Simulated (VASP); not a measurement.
# CuO (Pm) in VASP: a series of runs

The runs below take CuO through single point, with PBEsol.

Everything below comes from runs of VASP 6.6.1. Logs are shortened: lines on timing, memory, paths and dates and some standing lists are left out, and cuts for length are marked.

## (1) The cell of the first run

Symmetry: Pm, No. 6, monoclinic system. Conventional cell: a = 2.894 Å, b = 5.092 Å, c = 2.894 Å, α = 90.00°, β = 90.22°, γ = 90.00°. Within 2.6 Å of Cu (site symmetry m) lie 4 O at 1.93 Å. Within 2.5 Å of Cu (site symmetry m) lie 4 O at 1.85 to 2.00 Å. O (site symmetry 1) has 4 Cu at 1.85 to 2.00 Å and 2 O at 2.55 Å within 2.6 Å.

## (2) Single point, PBEsol (all Cu atoms moved -0.100 Å, as atom 1 along Cartesian [1 1 0])

INCAR reads:

```
SYSTEM = CuO
ALGO = Normal
EDIFF = 1E-7
ENCUT = 520
GGA = PS
ISIF = 2
ISMEAR = 0
LASPH = .TRUE.
LCHARG = .FALSE.
LREAL = .FALSE.
LWAVE = .FALSE.
NBANDS = 25
NELM = 60
PREC = Accurate
SIGMA = 0.15
```

KPOINTS reads:

```
k-points
0
G
  16 16 10
  0 0 0
```

POSCAR reads:

```
CuO
1.0
    2.0425330993     -2.0503581635      0.0000000000
    2.0425330993      2.0503581635      0.0000000000
    0.0000000000      0.0000000000      5.0922648207
Cu O
2 2
Direct
   -0.0000660608      0.4654469508      0.0000000000
    0.4999339392     -0.0345530492      0.5000000000
    0.5000000000      0.5000000000      0.2500000000
    0.5000000000      0.5000000000      0.7500000000
```

Potentials or basis: VASP PAW PBE potentials, release 64 (Cu, O).

Launch:

```bash
cat potpaw_PBE.64/Cu/POTCAR potpaw_PBE.64/O/POTCAR > POTCAR
mpirun -np 1 vasp_std > vasp.out
```

OUTCAR:

```text
SYSTEM = CuO
   EDIFF = 1E-7
   ENCUT = 520
   GGA = PS
   ISIF = 2
   ISMEAR = 0
   LASPH = .TRUE.
   LREAL = .FALSE.
   NELM = 60
   PREC = Accurate

 ion  position               nearest neighbor table
   1  1.000  0.465  0.000-   3 1.93   4 1.93   3 1.93   4 1.93
   2  0.500  0.965  0.500-   3 1.85   4 1.85   3 2.00   4 2.00
   3  0.500  0.500  0.250-   2 1.85   1 1.93   1 1.93   2 2.00
   4  0.500  0.500  0.750-   2 1.85   1 1.93   1 1.93   2 2.00

  LATTYP: Found a base centered orthorhombic cell.
 ALAT       =     4.0850661986
 B/A-ratio  =     1.0038310587
 C/A-ratio  =     1.2465562547

  Lattice vectors:

 A1 = (   2.0425330993,  -2.0503581635,   0.0000000000)
 A2 = (   2.0425330993,   2.0503581635,   0.0000000000)
 A3 = (   0.0000000000,   0.0000000000,   5.0922648207)

Analysis of symmetry for initial positions (statically):
=====================================================================
 Subroutine PRICEL returns:
 Original cell was already a primitive cell.

 Routine SETGRP: Setting up the symmetry group for a
 base centered orthorhombic supercell.

 Subroutine GETGRP returns: Found  2 space group operations
 (whereof  2 operations were pure point group operations)
 out of a pool of  8 trial point group operations.

The static configuration has the point symmetry C_1h.

Analysis of symmetry for dynamics (positions and initial velocities):
=====================================================================
 Subroutine PRICEL returns:
 Original cell was already a primitive cell.

 Routine SETGRP: Setting up the symmetry group for a
 base centered orthorhombic supercell.

 Subroutine GETGRP returns: Found  2 space group operations
 (whereof  2 operations were pure point group operations)
 out of a pool of  8 trial point group operations.

The dynamic configuration has the point symmetry C_1h.

 Subroutine INISYM returns: Found  2 space group operations
 (whereof  2 operations are pure point group operations),
 and found     1 'primitive' translations

----------------------------------------------------------------------------------------

                                     Primitive cell

  volume of cell :      42.6520

  direct lattice vectors                    reciprocal lattice vectors
     2.042533099 -2.050358163  0.000000000     0.244794075 -0.243859833  0.000000000
     2.042533099  2.050358163  0.000000000     0.244794075  0.243859833  0.000000000
     0.000000000  0.000000000  5.092264821     0.000000000  0.000000000  0.196376276

  length of vectors
     2.894116456  2.894116456  5.092264821     0.345531123  0.345531123  0.196376276

  position of ions in fractional coordinates (direct lattice)
     0.999933939  0.465446951  0.000000000
     0.499933939  0.965446951  0.500000000
     0.500000000  0.500000000  0.250000000
     0.500000000  0.500000000  0.750000000

  ion indices of the primitive-cell ions
   primitive index   ion index
                 1           1
                 2           2
                 3           3
                 4           4

----------------------------------------------------------------------------------------

 KPOINTS: k-points

Automatic generation of k-mesh.
 Grid dimensions read from file:
 generate k-points for:   16   16   10

 Generating k-lattice:

  Cartesian coordinates                     Fractional coordinates (reciprocal lattice)
     0.015299630 -0.015241240  0.000000000     0.062500000  0.000000000  0.000000000
     0.015299630  0.015241240  0.000000000     0.000000000  0.062500000  0.000000000
     0.000000000  0.000000000  0.019637628     0.000000000  0.000000000  0.100000000

  Length of vectors
     0.021595695  0.021595695  0.019637628

  Shift w.r.t. Gamma in fractional coordinates (k-lattice)
     0.000000000  0.000000000  0.000000000

 Subroutine IBZKPT returns following result:
 ===========================================

 Found    780 irreducible k-points:

 Following reciprocal coordinates:
            Coordinates               Weight
  0.000000  0.000000  0.000000      1.000000
  0.062500 -0.000000  0.000000      2.000000
 -0.000000  0.062500  0.000000      2.000000
  0.125000 -0.000000  0.000000      2.000000
 -0.000000  0.125000  0.000000      2.000000
  0.187500 -0.000000  0.000000      2.000000
[... 16 lines left out ...]
  0.250000  0.062500  0.000000      2.000000
  0.062500  0.250000  0.000000      2.000000
 [... further k-points ...]
   k-points           NKPTS =    780   k-points in BZ     NKDIM =    780   number of bands    NBANDS=     25
   number of dos      NEDOS =    301   number of ions     NIONS =      4
   total plane-waves  NPLWV =  23040
   dimension x,y,z NGX =    24 NGY =   24 NGZ =   40
   dimension x,y,z NGXF=    48 NGYF=   48 NGZF=   80
   ions per type =               2   2
   NGX,Y,Z   is equivalent  to a cutoff of  13.79, 13.79, 13.06 a.u.
   NGXF,Y,Z  is equivalent  to a cutoff of  27.57, 27.57, 26.12 a.u.
 SYSTEM =  CuO
   PREC   = accura    normal or accurate (medium, high low for compatibility)
   ISTART =      0    job   : 0-new  1-cont  2-samecut
   ICHARG =      2    charge: 1-file 2-atom 10-const
   ISPIN  =      1    spin polarized calculation?
   LNONCOLLINEAR =      F non collinear calculations
   LSORBIT =      F    spin-orbit coupling
   LASPH  =      T    aspherical Exc in radial PAW
   ENCUT  =  520.0 eV  38.22 Ry    6.18 a.u.   5.38  5.38  9.47*2*pi/ulx,y,z
   NELM   =     60;   NELMIN=  2; NELMDL= -5     # of ELM steps
   EDIFF  = 0.1E-06   stopping-criterion for ELM
   LREAL  =      F    real-space projection
   EDIFFG = 0.1E-05   stopping-criterion for IOM
   NSW    =      0    number of steps for IOM
   IBRION =     -1    ionic relax: 0-MD 1-quasi-New 2-CG
   NFREE  =      0    steps in history (QN), initial steepest desc. (CG)
   ISIF   =      2    stress and relaxation
   ISYM   =      2    0-nonsym 1-usesym 2-fastsym
   POTIM  = 0.5000    time-step for ionic-motion
   TEBEG  =    0.0;   TEEND  =   0.0 temperature during run
   PSTRESS=    0.0 pullay stress
   NELECT =      34.0000    total number of electrons
   NUPDOWN=      -1.0000    fix difference up-down
   EMIN   =  10.00;   EMAX   =-10.00  energy-range for DOS
   EFERMI =   0.00;   METHOD = LEGACY
   ISMEAR =     0;   SIGMA  =   0.15  broadening in eV -4-tet -1-fermi 0-gaus
   EFERMI_NEDOS =   21; number of points for ismear=-14 and -15
   IALGO  =     38    algorithm
   IMIX   =      4    mixing-type and parameters
     AMIX     =   0.40;   BMIX     =  1.00
     AMIX_MAG =   1.60;   BMIX_MAG =  1.00
  volume/ion in A,a.u.               =      10.66        71.96
  Fermi-wavevector in a.u.,A,eV,Ry     =   1.517940  2.868490 31.349743  2.304141
  Thomas-Fermi vector in A             =   2.627128
   LORBIT       =      0    0 simple, 1 ext, 2 COOP (PROOUT), +10 PAW based schemes
   GGA     = PS    functional components
   LHFCALC =     F    Hartree Fock is set to
   AEXX    =    0.0000 exact exchange contribution
   IVDW    =     0    specifies the selected vdW correction
   LEPSILON=     F    determine dielectric tensor
   LRPA    =     F    only Hartree local field effects (RPA)
 non-spin polarized calculation
 Gauss-broadening in eV      SIGMA  =   0.15
  energy-cutoff  :      520.00
  volume of cell :       42.65
 maximum number of plane-waves:      1175
 NGX is ok and might be reduce to    24
   NGX = 11   NGY = 11   NGZ = 19

 number of electron      33.9999983 magnetization

 Free energy of the ion-electron system (eV)
  ---------------------------------------------------
  ext. energy  EPLUGINS =         0.00000000
  ---------------------------------------------------
  free energy    TOTEN  =       -21.38850641 eV

  energy without entropy =      -21.36410395  energy(sigma->0) =      -21.37630518

 E-fermi :   5.1993     XC(G=0): -11.8057

 val. band max:        5.1991920470   @ k =   0.1875   0.3750   0.5000
 cond. band min:       5.1995678960   @ k =   0.0625   0.3125  -0.1000
 fundamental gap:      0.0003758490
 Fermi energy:         5.1993434311

 k-point     1 :       0.0000    0.0000    0.0000
  band No.  band energies     occupation
      1     -14.8587      2.00000
      2     -13.4360      2.00000
      3      -3.3291      2.00000
      4      -0.5363      2.00000
      5      -0.4783      2.00000
      6       1.0801      2.00000
[... 17 lines left out ...]
     24      19.9609      0.00000
     25      20.1170      0.00000

 k-point     2 :       0.0625   -0.0000    0.0000
  band No.  band energies     occupation
      1     -14.8358      2.00000
      2     -13.4288      2.00000
      3      -3.2912      2.00000
      4      -0.5708      2.00000
      5      -0.4574      2.00000
      6       0.9699      2.00000
[... 17 lines left out ...]
     24      20.0978      0.00000
     25      20.1476      0.00000

 k-point     3 :      -0.0000    0.0625    0.0000
  band No.  band energies     occupation
      1     -14.8357      2.00000
      2     -13.4290      2.00000
      3      -3.2912      2.00000
      4      -0.5573      2.00000
      5      -0.4671      2.00000
      6       0.8527      2.00000
[... 17 lines left out ...]
     24      19.9346      0.00000
     25      20.1497      0.00000

 k-point     4 :       0.1250   -0.0000    0.0000
  band No.  band energies     occupation
      1     -14.7700      2.00000
      2     -13.4086      2.00000
      3      -3.1816      2.00000
      4      -0.6394      2.00000
      5      -0.4222      2.00000
      6       0.4228      2.00000
[... 17 lines left out ...]
     24      20.1246      0.00000
     25      20.2008      0.00000

 k-point     5 :      -0.0000    0.1250    0.0000
  band No.  band energies     occupation
      1     -14.7696      2.00000
      2     -13.4094      2.00000
      3      -3.1814      2.00000
      4      -0.6111      2.00000
      5      -0.4349      2.00000
      6       0.3496      2.00000
[... 17 lines left out ...]
     24      20.1330      0.00000
     25      20.2106      0.00000

 k-point     6 :       0.1875   -0.0000    0.0000
  band No.  band energies     occupation
      1     -14.6690      2.00000
      2     -13.3783      2.00000
      3      -3.0120      2.00000
      4      -0.7148      2.00000
      5      -0.3827      2.00000
      6      -0.2190      2.00000
[... 17 lines left out ...]
     24      20.1705      0.00000
     25      20.2386      0.00000
[... 393 lines left out ...]
 k-point    21 :       0.1875    0.0625    0.0000
  band No.  band energies     occupation
      1     -14.6466      2.00000
      2     -13.3719      2.00000
      3      -2.9735      2.00000
      4      -0.7129      2.00000
      5      -0.3916      2.00000
      6      -0.2170      2.00000
[... 17 lines left out ...]
     24      19.4386      0.00000
     25      20.2400      0.00000

 k-point    22 :       0.0625    0.1875    0.0000
  band No.  band energies     occupation
      1     -14.6457      2.00000
      2     -13.3734      2.00000
      3      -2.9736      2.00000
      4      -0.6787      2.00000
      5      -0.3936      2.00000
      6      -0.2599      2.00000
[... 17 lines left out ...]
     24      19.5039      0.00000
     25      20.2516      0.00000

 k-point    23 :       0.2500    0.0625    0.0000
  band No.  band energies     occupation
      1     -14.5238      2.00000
      2     -13.3362      2.00000
      3      -2.7642      2.00000
      4      -0.8472      2.00000
      5      -0.7687      2.00000
      6      -0.3563      2.00000
[... 17 lines left out ...]
     24      19.5440      0.00000
     25      20.0212      0.00000

 k-point    24 :       0.0625    0.2500    0.0000
  band No.  band energies     occupation
      1     -14.5223      2.00000
      2     -13.3388      2.00000
      3      -2.7661      2.00000
      4      -0.8743      2.00000
      5      -0.7243      2.00000
      6      -0.3369      2.00000
[... 17 lines left out ...]
     24      19.5724      0.00000
     25      20.0356      0.00000

 [... further k-points ...]
[... 5 lines left out ...]
  --------------------------------------------------------------------------------------
  -------------------------------------------------------------------------------------
  Total        0.2880526      0.2790011      0.7047382      0.1458570      0.0000000      0.0000000
  in kB       10.8203816     10.4803705     26.4727213      5.4789599      0.0000000      0.0000000
  external PRESSURE =      15.9244911 kB  Pullay stress =       0.0000000 kB

 VOLUME and BASIS-vectors are now :
 -----------------------------------------------------------------------------
  energy-cutoff  :      520.00
  volume of cell :       42.65
      direct lattice vectors                 reciprocal lattice vectors
     2.042533099 -2.050358163  0.000000000     0.244794075 -0.243859833  0.000000000
     2.042533099  2.050358163  0.000000000     0.244794075  0.243859833  0.000000000
     0.000000000  0.000000000  5.092264821     0.000000000  0.000000000  0.196376276

 POSITION                                       TOTAL-FORCE (eV/Angst)
 -----------------------------------------------------------------------------------
      2.99309     -1.09589      0.00000         0.297873      0.301006      0.000000
      2.99309      0.95447      2.54613         1.142277      1.145077      0.000000
      2.04253      0.00000      1.27307        -0.720075     -0.723041     -0.202986
      2.04253      0.00000      3.81920        -0.720075     -0.723041      0.202986
 -----------------------------------------------------------------------------------
    total drift:                                0.000415      0.000590      0.000019

  FREE ENERGIE OF THE ION-ELECTRON SYSTEM (eV)
  ---------------------------------------------------
  free  energy   TOTEN  =       -21.3885064125 eV

  energy  without entropy=      -21.3641039513  energy(sigma->0) =      -21.37630518
```

It took 6.2 min on 1 thread of AMD EPYC 9R45 (Zen 5), shared host; peak memory 0.69 GiB.

Results:

```
Free energy            : -21.3885 eV
Pressure               : 1.6 GPa
Largest force          : 1.617 eV/Å
Band gap on the k mesh : zero (bands 17 and 18 overlap by 1.14 eV)
```

Forces on the atoms (eV/Å):
```
Cu   0.298  0.301  0.000
Cu   1.142  1.145  0.000
O   -0.720 -0.723 -0.203
O   -0.720 -0.723  0.203
```

Stress tensor (GPa, compression positive):
```
1.08 0.55 0.00
0.55 1.05 0.00
0.00 0.00 2.65
```

Levels at points of the mesh, in eV from the Fermi level:
```tsv
k point	band 15	band 16	band 17	band 18	band 19	band 20
(0.00, 0.00, 0.00)	-2.21	-1.96	0.65	0.71	1.46	6.07
(0.50, 0.00, 0.00)	-1.69	-1.39	0.01	0.68	3.53	5.96
(0.00, 0.50, 0.00)	-1.62	-1.53	0.27	0.49	3.53	5.94
(0.50, 0.50, 0.00)	-1.65	-1.24	-1.23	1.21	1.92	7.15
(0.00, 0.00, 0.50)	-1.57	-1.44	0.09	0.10	3.50	3.51
(0.50, 0.00, 0.50)	-2.10	-1.90	-0.14	0.66	4.23	5.96
(0.00, 0.50, 0.50)	-2.06	-1.87	-0.12	0.70	4.23	5.95
(0.50, 0.50, 0.50)	-1.48	-1.44	-0.48	-0.48	3.84	3.85
```

Caveat: the cell differs from its parent crystal (all Cu atoms moved -0.100 Å, as atom 1 along Cartesian [1 1 0]); the PAW data sets were made with another functional, which shifts forces and pressure a little; semilocal functionals often make such compounds metallic where correlation or magnetic order opens a gap, which also shifts bond lengths.

(Part 1 of 2 ends here.)
